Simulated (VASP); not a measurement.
A run of VASP 6.6.1:

Contents of INCAR:

```
  PREC = Accurate
  ENCUT = 400
  EDIFF = 1E-6
  ISMEAR = -1
  SIGMA = 0.05
  LREAL = False
  LASPH = True
  NELM = 120
  ALGO = Normal
  ISIF = 2
  LWAVE = False
  LCHARG = True
  GGA = PE
  LELF = True
  LVHAR = True
  NBANDS = 126
  ISYM = 0
  GGA_COMPAT = False
```

File KPOINTS:

```
Automatic mesh
0
Gamma
  1 1 1
  0.25 0.25 0.25
```

POSCAR

```
In2Au
1.0
    7.7236420000     -0.2408100000      0.1123600000
   -0.2408100000      8.1963160000     -0.0371050000
    0.1123600000     -0.0371050000      7.9718090000
In Au
12 6
Direct
    0.2039966836      0.9761634548      0.2387199038
    0.5164353218      0.4152962518      0.6797877238
    0.7101122693      0.1669926466      0.1631145512
    0.2115183467      0.8223118018      0.8928081039
    0.8518481894      0.4761058074      0.4366819681
    0.8267344951      0.8199107444      0.2684980160
    0.3437745176      0.2669089033      0.0027859611
    0.7749342939      0.0933387794      0.5504703786
    0.1884779814      0.1883290743      0.6530177234
    0.4378033248      0.8909407311      0.5868306396
    0.7547272340      0.7180119170      0.7678398567
    0.4824879205      0.6392000382      0.2756389641
    0.1824416710      0.5661617730      0.0978040601
    0.1067464609      0.7103610960      0.5554076767
    0.8766276947      0.3475745667      0.7944014798
    0.8160948851      0.4949360686      0.0956908503
    0.9407121099      0.0317709915      0.9077537420
    0.1431707141      0.3206999387      0.3436490902
```

Potentials or basis: VASP PAW PBE potentials, release 64 (In_d, Au).

Command:

```bash
$ cat potpaw_PBE.64/In_d/POTCAR potpaw_PBE.64/Au/POTCAR > POTCAR
$ mpirun -np 1 vasp_std > vasp.out
```

Hardware: 1 thread of Intel Xeon 6975P-C, with other jobs on the host.

Q: How long does it take, and how much memory?

A: It took 110 s on 1 thread of Intel Xeon 6975P-C (shared host), peak memory 0.34 GiB. Counts: scf iterations 15, k points 1.
